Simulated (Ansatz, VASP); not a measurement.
# One calculation of Sb, two programs

Contents of INCAR:

```
ALGO     = Normal         # electronic algorithm
EDIFF    = 1E-6           # SCF threshold, eV
ENCUT    = 520            # plane-wave cutoff, eV
GGA      = PS             # functional
ISIF     = 2              # what is computed and relaxed
ISMEAR   = 0              # smearing method
LASPH    = T              # aspherical terms in the spheres
LCHARG   = F              # write CHGCAR
LREAL    = F              # projectors in reciprocal space
LWAVE    = F              # write WAVECAR
NBANDS   = 8              # bands
NELM     = 100            # most SCF steps
PREC     = Accurate       # precision mode
SIGMA    = 0.1            # smearing width, eV
```

Contents of KPOINTS:

```
k-points
0
Gamma
  18 18 18
```

The input POSCAR:

```
Sb
1.0
    3.0617437797      0.0000000000      0.0000000000
    0.0000000000      3.0617437797      0.0000000000
    0.0000000000      0.0000000000      3.1229786553
Sb
1
Direct
    0.0000000000      0.0000000000      0.0000000000
```

Input for Ansatz:

```yaml
crystal:
  lattice:
    - [3.0617437797, 0.0, 0.0]
    - [0.0, 3.0617437797, 0.0]
    - [0.0, 0.0, 3.1229786553]
  atoms:
    - { symbol: Sb, position: [0.0, 0.0, 0.0] }
basis:
  ecutwfc: 420
kpoints:
  mp_grid: { grid: [18, 18, 18] }
hamiltonian:
  xc: pbesol
scf:
  occupations: { method: gaussian, width: 0.1 }
output:
  forces: true
  stress: true
  eigenvalues: true
```

Change from the starting cell: strain along c alone, the other axes held, atoms relaxed: +2.0 %.

Alike in both runs: task single point; functional PBEsol; k mesh 18 × 18 × 18; occupations gaussian, width 0.1 eV; no spin polarisation.

|  | VASP | Ansatz |
| --- | --- | --- |
| version | VASP 6.6.1 | Ansatz 0.2.0 |
| potentials or method | VASP PAW PBE potentials, release 64 (Sb), cutoff 520 eV | scalar-relativistic, plane waves, PAW |
| valence electrons in the cell | 5 | 15 |

|  | VASP | Ansatz | Ansatz less VASP |
| --- | --- | --- | --- |
| gap on the k mesh at the Fermi level (eV) | none | none | - |
| pressure (GPa) | -1.1 | -1.2 | -0.11 |
| traceless stress, the component that is largest in VASP (GPa) | -1.46 | -1.45 | +0.008 |

VASP's potentials were made for PBE, not for PBEsol. A gap of «none» marks a metal or a gap that the smearing closes. VASP's potentials hold 5 valence electrons a cell and Ansatz's 15, so a difference there can come from the potentials and not from the codes.

Neither program's run includes spin-orbit coupling.
